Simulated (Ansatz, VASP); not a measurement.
One calculation of H12C5O3, two programs

```xyz
40
Lattice="8.1932 0.0000 0.0000 0.0000 8.1932 0.0000 0.0000 0.0000 8.1932" Properties=species:S:1:pos:R:3 pbc="T T T"
C     7.4956    8.4341    6.4728
C     7.3368    6.9314    6.6216
C     2.9822    8.0009    7.2847
C     3.4585    7.0713    6.1830
C     7.5021    3.5465    2.7020
C     2.8612    3.1280    0.8870
C     4.4858    1.6419    4.3816
C     0.7333    6.8872    2.4063
C     4.4076    6.4330    2.0447
C     7.0892    3.5107    7.0900
H     7.4789    8.7289    5.4111
H     6.6904    8.9786    6.9866
H     8.4528    8.7840    6.8903
H     7.3763    6.6314    7.6825
H     6.3691    6.5888    6.2248
H     8.1291    6.3984    6.0771
H     2.5869    8.9481    6.8875
H     2.1848    7.5316    7.8809
H     3.7945    8.2557    7.9823
H     3.8409    6.1254    6.5983
H     2.6496    6.8317    5.4768
H     4.2784    7.5286    5.6050
H     8.0781    3.8009    1.7760
H     8.0688    2.9819    3.4879
H     3.4875    3.1300    1.8183
H     3.3829    3.5016   -0.0315
H     3.5294    2.0998    4.7621
H     5.2774    1.4213    5.1445
H     0.7835    7.8923    1.9167
H     0.7058    5.9997    1.7223
H     5.1602    5.8796    2.6620
H     4.5730    7.5329    1.9106
H     7.7452    2.9569    7.8231
H     7.5613    4.3737    6.5625
O     6.3493    3.8761    2.8485
O     1.7062    2.7513    0.8649
O     4.6336    1.3640    3.2109
O     0.6851    6.7584    3.6064
O     3.4502    5.8700    1.5582
O     5.9381    3.2034    6.8781
```

Alike in both runs: functional PBEsol; k mesh 1 × 1 × 1; occupations fermi-dirac, width 0.05 eV; no spin polarisation.

Ansatz relaxed the structure, and its values are those at the end. VASP's run is a single point on that final structure, the one shown.

|  | VASP | Ansatz |
| --- | --- | --- |
| version | VASP 6.6.1 | Ansatz 0.2.0 |
| potentials or method | VASP PAW PBE potentials, release 64 (C_h, H_h, O_h), cutoff 1000 eV | scalar-relativistic, plane waves, PAW |
| valence electrons in the cell | 100 | 100 |

|  | VASP | Ansatz | Ansatz less VASP |
| --- | --- | --- | --- |
| rms of the force components (eV/Å) | 0.073 | 0.075 | +0.0021 |

VASP's potentials were made for PBE, not for PBEsol.
